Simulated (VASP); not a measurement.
A run of VASP 6.6.1 is set up as follows.

File INCAR:

```
SYSTEM = Ir
  PREC = Accurate
  ENCUT = 520
  EDIFF = 1E-7
  ISMEAR = -1
  SIGMA = 0.05
  LREAL = .FALSE.
  LASPH = .TRUE.
  NELM = 60
  ALGO = Normal
  ISIF = 2
  LWAVE = .FALSE.
  LCHARG = .TRUE.
  GGA = PE
  LELF = .TRUE.
  LVHAR = .TRUE.
  NBANDS = 16
```

The input KPOINTS:

```
Automatic mesh
0
G
  11 11 6
  0 0 0
```

The input POSCAR:

```
Ir
1.0
    2.7011137488      0.0000000000      0.0000000000
   -1.3505568744      2.3392331250      0.0000000000
    0.0000000000      0.0000000000      4.3820680967
Ir
2
Direct
    0.3333333333      0.6666666667      0.2500000000
    0.6666666667      0.3333333333      0.7500000000
```

Potentials or basis: VASP PAW PBE potentials, release 64 (Ir).

Run with:

```sh
$ cat potpaw_PBE.64/Ir/POTCAR > POTCAR
$ mpirun -np 1 vasp_std > vasp.out
```

(1) What does it give for the pressure?

(2) Predict the band gap on the k mesh.

Answers

(1) 20.8 GPa.

(2) zero (band 9 reaches 11.92 eV, above the bottom of band 10 at 8.56 eV).

Caveat: spin-orbit coupling is left out, which moves the levels of the heavy elements.
